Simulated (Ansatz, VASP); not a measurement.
CdSe in VASP and in Ansatz

Contents of INCAR:

```
  PREC = Accurate
  ENCUT = 500
  EDIFF = 1E-6
  ISMEAR = 0
  SIGMA = 0.01
  LREAL = F
  LASPH = T
  NELM = 120
  ALGO = Normal
  ISIF = 2
  LWAVE = F
  LCHARG = F
  GGA = PE
  NBANDS = 16
  GGA_COMPAT = F
```

The input KPOINTS:

```
Automatic mesh
0
Gamma
  6 6 6
```

Contents of POSCAR:

```
CdSe
1.0
    0.0000000000      3.0353615247      3.0353615247
    3.0353615247      0.0000000000      3.0353615247
    3.0353615247      3.0353615247      0.0000000000
Cd Se
1 1
Direct
    0.0000000000      0.0000000000      0.0000000000
    0.7500000000      0.7500000000      0.7500000000
```

Input for Ansatz:

```yaml
crystal:
  lattice:
    - [0.0, 3.0353615247, 3.0353615247]
    - [3.0353615247, 0.0, 3.0353615247]
    - [3.0353615247, 3.0353615247, 0.0]
  atoms:
    - { symbol: Cd, position: [0.0, 0.0, 0.0] }
    - { symbol: Se, position: [0.75, 0.75, 0.75] }
kpoints:
  mp_grid: { grid: [6, 6, 6] }
hamiltonian:
  xc: pbe
scf:
  occupations: { method: fixed }
  n_extra_bands: 4
output:
  forces: true
  stress: true
  eigenvalues: true
```

Alike in both runs: task single point; functional PBE; k mesh 6 × 6 × 6; no spin polarisation.

|  | VASP | Ansatz |
| --- | --- | --- |
| version | VASP 6.6.1 | Ansatz 0.2.0 |
| potentials or method | VASP PAW PBE potentials, release 64 (Cd, Se) | plane waves, PAW |
| plane-wave cutoff (eV) | 500 | 420 |
| occupations | gaussian, width 0.01 eV | fixed |
| valence electrons in the cell | 18 | 36 |

Ansatz gave:

```
gap on the k mesh at the Fermi level (eV) : 0.62
pressure (GPa)                            : 3.2
```

Q: What did VASP give for the same quantities?

A: gap on the k mesh at the Fermi level (eV): 0.62; pressure (GPa): 3.5.

VASP's potentials hold 18 valence electrons a cell and Ansatz's 36, so a difference there can come from the potentials and not from the codes.
